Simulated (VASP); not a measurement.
# KGe2 (R-3m) in VASP: single point with PBE

Aim: the single point of KGe2 with PBE.

Everything below comes from runs of VASP 6.6.1. Logs are shortened: lines on timing, memory, paths and dates and some standing lists are left out, and cuts for length are marked.

### 1 The cell of the first run

Symmetry: R-3m, No. 166, trigonal system. The conventional cell has a = 4.113 Å, b = 4.113 Å, c = 18.475 Å, α = 90.00°, β = 90.00°, γ = 120.00°. Within 4.6 Å of K (site symmetry -3m) lie 8 Ge at 3.52 to 3.55 Å and 6 K at 4.11 Å. Within 3.3 Å of Ge (site symmetry 3m) lie 3 Ge at 2.53 Å.

### 2 Single point, PBE

Contents of INCAR:

```
SYSTEM = KGe2
ALGO = Normal
EDIFF = 1E-6
ENCUT = 520
GGA = PE
ISIF = 2
ISMEAR = 0
LASPH = .TRUE.
LCHARG = .FALSE.
LREAL = .FALSE.
LWAVE = .FALSE.
NBANDS = 26
NELM = 100
PREC = Accurate
SIGMA = 0.1
```

Contents of KPOINTS:

```
k-points
0
G
  12 12 12
  0 0 0
```

Contents of POSCAR:

```
KGe2
1.0
    2.0562729559      1.1871897446      6.1583613264
   -2.0562729559      1.1871897446      6.1583613264
    0.0000000000     -2.3743794893      6.1583613264
K Ge
1 2
Direct
    0.0000000000      0.0000000000      0.0000000000
    0.8094746890      0.8094746890      0.8094746890
    0.1905253110      0.1905253110      0.1905253110
```

Potentials or basis: VASP PAW PBE potentials, release 64 (K_sv, Ge_d).

Started as:

```console
$ cat potpaw_PBE.64/K_sv/POTCAR potpaw_PBE.64/Ge_d/POTCAR > POTCAR
$ mpirun -np 1 vasp_std > vasp.out
```

OUTCAR:

```text
SYSTEM = KGe2
   EDIFF = 1E-6
   ENCUT = 520
   GGA = PE
   ISIF = 2
   ISMEAR = 0
   LASPH = .TRUE.
   LREAL = .FALSE.
   NELM = 100
   PREC = Accurate

 ion  position               nearest neighbor table
   1  0.000  0.000  0.000-
   2  0.809  0.809  0.809-   3 2.53   3 2.53   3 2.53
   3  0.191  0.191  0.191-   2 2.53   2 2.53   2 2.53

  LATTYP: Found a trigonal (rhomboedric) cell.
 ALAT       =     6.6002342523
 COS(alpha) =     0.8058788641

  Lattice vectors:

 A1 = (   2.0562729559,   1.1871897446,   6.1583613264)
 A2 = (  -2.0562729559,   1.1871897446,   6.1583613264)
 A3 = (   0.0000000000,  -2.3743794893,   6.1583613264)

Analysis of symmetry for initial positions (statically):
=====================================================================
 Subroutine PRICEL returns:
 Original cell was already a primitive cell.

 Routine SETGRP: Setting up the symmetry group for a
 trigonal (rhombohedral) supercell.

 Subroutine GETGRP returns: Found 12 space group operations
 (whereof 12 operations were pure point group operations)
 out of a pool of 12 trial point group operations.

The static configuration has the point symmetry D_3d.

Analysis of symmetry for dynamics (positions and initial velocities):
=====================================================================
 Subroutine PRICEL returns:
 Original cell was already a primitive cell.

 Routine SETGRP: Setting up the symmetry group for a
 trigonal (rhombohedral) supercell.

 Subroutine GETGRP returns: Found 12 space group operations
 (whereof 12 operations were pure point group operations)
 out of a pool of 12 trial point group operations.

The dynamic configuration has the point symmetry D_3d.

 Subroutine INISYM returns: Found 12 space group operations
 (whereof 12 operations are pure point group operations),
 and found     1 'primitive' translations

----------------------------------------------------------------------------------------

                                     Primitive cell

  volume of cell :      90.2022

  direct lattice vectors                    reciprocal lattice vectors
     2.056272956  1.187189745  6.158361326     0.243158380  0.140387556  0.054126953
    -2.056272956  1.187189745  6.158361326    -0.243158380  0.140387556  0.054126953
     0.000000000 -2.374379489  6.158361326     0.000000000 -0.280775112  0.054126953

  length of vectors
     6.600234252  6.600234252  6.600234252     0.285944733  0.285944733  0.285944733

  position of ions in fractional coordinates (direct lattice)
     0.000000000  0.000000000  0.000000000
     0.809474689  0.809474689  0.809474689
     0.190525311  0.190525311  0.190525311

  ion indices of the primitive-cell ions
   primitive index   ion index
                 1           1
                 2           2
                 3           3

----------------------------------------------------------------------------------------

 KPOINTS: k-points

Automatic generation of k-mesh.
 Grid dimensions read from file:
 generate k-points for:   12   12   12

 Generating k-lattice:

  Cartesian coordinates                     Fractional coordinates (reciprocal lattice)
     0.020263198  0.011698963  0.004510579     0.083333333 -0.000000000 -0.000000000
    -0.020263198  0.011698963  0.004510579    -0.000000000  0.083333333 -0.000000000
     0.000000000 -0.023397926  0.004510579     0.000000000  0.000000000  0.083333333

  Length of vectors
     0.023828728  0.023828728  0.023828728

  Shift w.r.t. Gamma in fractional coordinates (k-lattice)
     0.000000000  0.000000000  0.000000000

 Subroutine IBZKPT returns following result:
 ===========================================

 Found    189 irreducible k-points:

 Following reciprocal coordinates:
            Coordinates               Weight
  0.000000  0.000000  0.000000      1.000000
  0.083333 -0.000000  0.000000      6.000000
  0.166667 -0.000000 -0.000000      6.000000
  0.250000 -0.000000  0.000000      6.000000
  0.333333  0.000000  0.000000      6.000000
  0.416667  0.000000  0.000000      6.000000
[... 16 lines left out ...]
  0.500000  0.166667  0.000000     12.000000
 -0.416667  0.166667 -0.000000     12.000000
 [... further k-points ...]
   k-points           NKPTS =    189   k-points in BZ     NKDIM =    189   number of bands    NBANDS=     26
   number of dos      NEDOS =    301   number of ions     NIONS =      3
   total plane-waves  NPLWV = 125000
   dimension x,y,z NGX =    50 NGY =   50 NGZ =   50
   dimension x,y,z NGXF=   100 NGYF=  100 NGZF=  100
   ions per type =               1   2
   NGX,Y,Z   is equivalent  to a cutoff of  12.59, 12.59, 12.59 a.u.
   NGXF,Y,Z  is equivalent  to a cutoff of  25.19, 25.19, 25.19 a.u.
 SYSTEM =  KGe2
   PREC   = accura    normal or accurate (medium, high low for compatibility)
   ISTART =      0    job   : 0-new  1-cont  2-samecut
   ICHARG =      2    charge: 1-file 2-atom 10-const
   ISPIN  =      1    spin polarized calculation?
   LNONCOLLINEAR =      F non collinear calculations
   LSORBIT =      F    spin-orbit coupling
   LASPH  =      T    aspherical Exc in radial PAW
   ENCUT  =  520.0 eV  38.22 Ry    6.18 a.u.  12.27 12.27 12.27*2*pi/ulx,y,z
   NELM   =    100;   NELMIN=  2; NELMDL= -5     # of ELM steps
   EDIFF  = 0.1E-05   stopping-criterion for ELM
   LREAL  =      F    real-space projection
   EDIFFG = 0.1E-04   stopping-criterion for IOM
   NSW    =      0    number of steps for IOM
   IBRION =     -1    ionic relax: 0-MD 1-quasi-New 2-CG
   NFREE  =      0    steps in history (QN), initial steepest desc. (CG)
   ISIF   =      2    stress and relaxation
   ISYM   =      2    0-nonsym 1-usesym 2-fastsym
   POTIM  = 0.5000    time-step for ionic-motion
   TEBEG  =    0.0;   TEEND  =   0.0 temperature during run
   PSTRESS=    0.0 pullay stress
   NELECT =      37.0000    total number of electrons
   NUPDOWN=      -1.0000    fix difference up-down
   EMIN   =  10.00;   EMAX   =-10.00  energy-range for DOS
   EFERMI =   0.00;   METHOD = LEGACY
   ISMEAR =     0;   SIGMA  =   0.10  broadening in eV -4-tet -1-fermi 0-gaus
   EFERMI_NEDOS =   21; number of points for ismear=-14 and -15
   IALGO  =     38    algorithm
   IMIX   =      4    mixing-type and parameters
     AMIX     =   0.40;   BMIX     =  1.00
     AMIX_MAG =   1.60;   BMIX_MAG =  1.00
  volume/ion in A,a.u.               =      30.07       202.90
  Fermi-wavevector in a.u.,A,eV,Ry     =   1.216381  2.298627 20.130946  1.479583
  Thomas-Fermi vector in A             =   2.351737
   LORBIT       =      0    0 simple, 1 ext, 2 COOP (PROOUT), +10 PAW based schemes
   GGA     = PE    functional components
   LHFCALC =     F    Hartree Fock is set to
   AEXX    =    0.0000 exact exchange contribution
   IVDW    =     0    specifies the selected vdW correction
   LEPSILON=     F    determine dielectric tensor
   LRPA    =     F    only Hartree local field effects (RPA)
 non-spin polarized calculation
 Gauss-broadening in eV      SIGMA  =   0.10
  energy-cutoff  :      520.00
  volume of cell :       90.20
 maximum number of plane-waves:      2462
 NGX is ok and might be reduce to    50
   NGX = 25   NGY = 25   NGZ = 25

 number of electron      37.0000005 magnetization

 Free energy of the ion-electron system (eV)
  ---------------------------------------------------
  ext. energy  EPLUGINS =         0.00000000
  ---------------------------------------------------
  free energy    TOTEN  =       -10.24056417 eV

  energy without entropy =      -10.23313162  energy(sigma->0) =      -10.23684790

 E-fermi :   2.4446     XC(G=0):  -8.4586

 val. band max:        2.3962780208   @ k =   0.2500   0.0833   0.0833
 cond. band min:       2.4495258966   @ k =   0.2500   0.1667   0.1667
 fundamental gap:      0.0532478758
 Fermi energy:         2.4446283851

 k-point     1 :       0.0000    0.0000    0.0000
  band No.  band energies     occupation
      1     -28.5918      2.00000
      2     -21.7832      2.00000
      3     -21.7832      2.00000
      4     -21.7254      2.00000
      5     -21.7254      2.00000
      6     -21.6777      2.00000
[... 18 lines left out ...]
     25       7.9664      0.00000
     26       8.5827      0.00000

 k-point     2 :       0.0833   -0.0000    0.0000
  band No.  band energies     occupation
      1     -28.5908      2.00000
      2     -21.7843      2.00000
      3     -21.7834      2.00000
      4     -21.7243      2.00000
      5     -21.7224      2.00000
      6     -21.6786      2.00000
[... 18 lines left out ...]
     25       8.0966      0.00000
     26       8.4865      0.00000

 k-point     3 :       0.1667   -0.0000   -0.0000
  band No.  band energies     occupation
      1     -28.5878      2.00000
      2     -21.7868      2.00000
      3     -21.7831      2.00000
      4     -21.7225      2.00000
      5     -21.7146      2.00000
      6     -21.6821      2.00000
[... 18 lines left out ...]
     25       8.4026      0.00000
     26       8.5179      0.00000

 k-point     4 :       0.2500   -0.0000    0.0000
  band No.  band energies     occupation
      1     -28.5838      2.00000
      2     -21.7892      2.00000
      3     -21.7805      2.00000
      4     -21.7227      2.00000
      5     -21.7044      2.00000
      6     -21.6895      2.00000
[... 18 lines left out ...]
     25       8.4344      0.00000
     26       9.2275      0.00000
[... 496 lines left out ...]
      1     -28.5783      2.00000
      2     -21.7967      2.00000
      3     -21.7686      2.00000
      4     -21.7272      2.00000
      5     -21.6989      2.00000
      6     -21.6811      2.00000
[... 18 lines left out ...]
     25       8.5526      0.00000
     26       9.5111      0.00000

 k-point    23 :       0.5000    0.1667    0.0000
  band No.  band energies     occupation
      1     -28.5758      2.00000
      2     -21.7986      2.00000
      3     -21.7606      2.00000
      4     -21.7350      2.00000
      5     -21.6942      2.00000
      6     -21.6795      2.00000
[... 18 lines left out ...]
     25       9.0042      0.00000
     26       9.6694      0.00000

 k-point    24 :      -0.4167    0.1667   -0.0000
  band No.  band energies     occupation
      1     -28.5749      2.00000
      2     -21.7992      2.00000
      3     -21.7557      2.00000
      4     -21.7399      2.00000
      5     -21.6930      2.00000
      6     -21.6784      2.00000
[... 18 lines left out ...]
     25       9.3732      0.00000
     26       9.8920      0.00000

 [... further k-points ...]

------------------------ aborting loop because EDIFF is reached ----------------------------------------

  FORCE on cell =-STRESS in cart. coord.  units (eV):
  Direction    XX          YY          ZZ          XY          YZ          ZX
  --------------------------------------------------------------------------------------
  -------------------------------------------------------------------------------------
  Total        0.0010267      0.0010267      0.0343989      0.0000000     -0.0000000      0.0000000
  in kB        0.0182365      0.0182365      0.6109947      0.0000000     -0.0000000      0.0000000
  external PRESSURE =       0.2158226 kB  Pullay stress =       0.0000000 kB

 VOLUME and BASIS-vectors are now :
 -----------------------------------------------------------------------------
  energy-cutoff  :      520.00
  volume of cell :       90.20
      direct lattice vectors                 reciprocal lattice vectors
     2.056272956  1.187189745  6.158361326     0.243158380  0.140387556  0.054126953
    -2.056272956  1.187189745  6.158361326    -0.243158380  0.140387556  0.054126953
     0.000000000 -2.374379489  6.158361326     0.000000000 -0.280775112  0.054126953

 POSITION                                       TOTAL-FORCE (eV/Angst)
 -----------------------------------------------------------------------------------
      0.00000      0.00000      0.00000         0.000000      0.000000     -0.000000
      0.00000     -0.00000     14.95511         0.000000      0.000000     -0.002299
      0.00000     -0.00000      3.51997         0.000000     -0.000000      0.002299
 -----------------------------------------------------------------------------------
    total drift:                               -0.000000      0.000000     -0.000000

  FREE ENERGIE OF THE ION-ELECTRON SYSTEM (eV)
  ---------------------------------------------------
  free  energy   TOTEN  =       -10.2405641713 eV

  energy  without entropy=      -10.2331316247  energy(sigma->0) =      -10.23684790
```

It took 7.1 min on 1 thread of Intel Xeon 6975P-C (Granite Rapids), shared host; peak memory 0.62 GiB.

Results:

| Property | Result |
| --- | --- |
| Free energy | -10.2406 eV |
| Pressure | 0.0 GPa |
| Band gap on the k mesh | zero (an odd number of electrons rules out a gap without spin polarisation) |

Forces in eV/Å, atoms in the order of the input:
```
K    0.000  0.000  0.000
Ge   0.000  0.000 -0.002
Ge   0.000  0.000  0.002
```

Caveat: an odd number of electrons without spin polarisation forces a metal; a magnetic or distorted state may lie lower.

The gap in the log of VASP goes by the Fermi energy; the results here count the filled bands.